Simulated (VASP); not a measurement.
Set up this calculation in VASP 6.6.1, as the native input.

```
Task                   : single point
Functional             : PBE
Potentials or basis    : VASP PAW PBE potentials, release 64 (K_sv, Br)
Cutoff                 : 520 eV
k mesh                 : 6 × 6 × 4
Occupations            : fermi-dirac, width 0.02 eV
Spin                   : no spin polarisation
Dipole correction      : no
Further INCAR settings : ALGO = Normal; EDIFF = 1e-06; NBANDS = 24
```

The structure of KBr lies in POSCAR:

```
KBr
1.0
    5.6185814494     -0.0098325175      0.0000000000
   -2.8178059347      4.8707505272      0.0000000000
    0.0000000000      0.0000000000      6.5538300027
K Br
2 2
Direct
    0.3335760588      0.6666686142     -0.0625000000
    0.6664239412      0.3333313858      0.4375000000
    0.3336283795      0.6666684372      0.4375000000
    0.6663716205      0.3333315628      0.9375000000
```

This cell differs from its parent crystal: shear xy strain -0.3%.

One way to write it, as run:

INCAR

```
PREC = Accurate
ENCUT = 520
EDIFF = 1E-6
ISMEAR = -1
SIGMA = 0.02
LREAL = F
LASPH = T
NELM = 100
ALGO = Normal
ISIF = 2
LWAVE = F
LCHARG = T
GGA = PE
LELF = T
LVHAR = T
NBANDS = 24
```

KPOINTS

```
regular mesh
0
Gamma
  6 6 4
```

Potentials or basis: VASP PAW PBE potentials, release 64 (K_sv, Br).

Launch:

```console
$ cat potpaw_PBE.64/K_sv/POTCAR potpaw_PBE.64/Br/POTCAR > POTCAR
$ mpirun -np 1 vasp_std > vasp.out
```

Results of the run:

| Item | Value |
| --- | --- |
| Pressure | 0.4 GPa |
| Largest force | 0.004 eV/Å |
| Band gap on the k mesh | 4.19 eV, direct |

Caveat: the cell differs from its parent crystal (shear xy strain -0.3%).

It took 2.5 min on 1 thread of AMD EPYC 9R45 96-Core Processor (Zen 5), with other jobs on the host, peak memory 0.39 GiB.
